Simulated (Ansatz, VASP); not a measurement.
## TiW: VASP beside Ansatz

Contents of INCAR:

```
SYSTEM = TiW
ALGO     = Normal         ! electronic algorithm
EDIFF    = 1E-6           ! SCF threshold, eV
ENCUT    = 520            ! plane-wave cutoff, eV
GGA      = CA             ! functional
ISIF     = 2              ! what is computed and relaxed
ISMEAR   = -1             ! smearing method
LASPH    = .TRUE.         ! aspherical terms in the spheres
LCHARG   = .FALSE.        ! write CHGCAR
LREAL    = .FALSE.        ! projectors in reciprocal space
LWAVE    = .FALSE.        ! write WAVECAR
NBANDS   = 20             ! bands
NELM     = 60             ! most SCF steps
PREC     = Accurate       ! precision mode
SIGMA    = 0.1            ! smearing width, eV
```

KPOINTS

```
k-points
0
G
  11 11 7
  0 0 0
```

File POSCAR:

```
TiW
1.0
    1.5937300000     -2.2546300000      0.0000000000
    1.5937300000      2.2546300000      0.0000000000
    0.0000000000      0.0000000000      4.4681200000
Ti W
1 1
Direct
    0.0000000000      0.0000000000      0.0000000000
    0.5000000000      0.5000000000      0.5000000000
```

Input for Ansatz:

```yaml
crystal:
  lattice:
    - [1.59373, -2.25463, 0.0]
    - [1.59373, 2.25463, 0.0]
    - [0.0, 0.0, 4.46812]
  atoms:
    - { symbol: Ti, position: [0.0, 0.0, 0.0] }
    - { symbol: W, position: [0.5, 0.5, 0.5] }
basis:
  ecutwfc: 462.593566181796
kpoints:
  mp_grid:
    grid: [11, 11, 7]
hamiltonian:
  xc: lda
  pseudopotentials:
    kind: paw
scf:
  occupations:
    method: fermi_dirac
    width: 0.1
output:
  stress: true
```

Alike in both runs: task single point; functional LDA; k mesh 11 × 11 × 7; occupations fermi-dirac, width 0.1 eV; no spin polarisation.

```csv
,VASP,Ansatz
version,VASP 6.6.1,Ansatz 0.2.0
potentials or method,"VASP PAW LDA potentials, release 64 (Ti_sv, W_sv), cutoff 520 eV","plane waves, PAW"
valence electrons in the cell,26,26
```

Ansatz gave:

| Item | Value |
| --- | --- |
| pressure (GPa) | -10.3 |
| traceless stress, the component that is largest in VASP (GPa) | -0.72 |

Question: Which values does VASP return?

Answer: Pressure (GPa): -9.6; traceless stress, the component that is largest in VASP (GPa): -0.70.

LDA's correlation is that of Perdew and Zunger in VASP and of Perdew and Wang (1992) in Ansatz.

Spin-orbit coupling is off throughout.
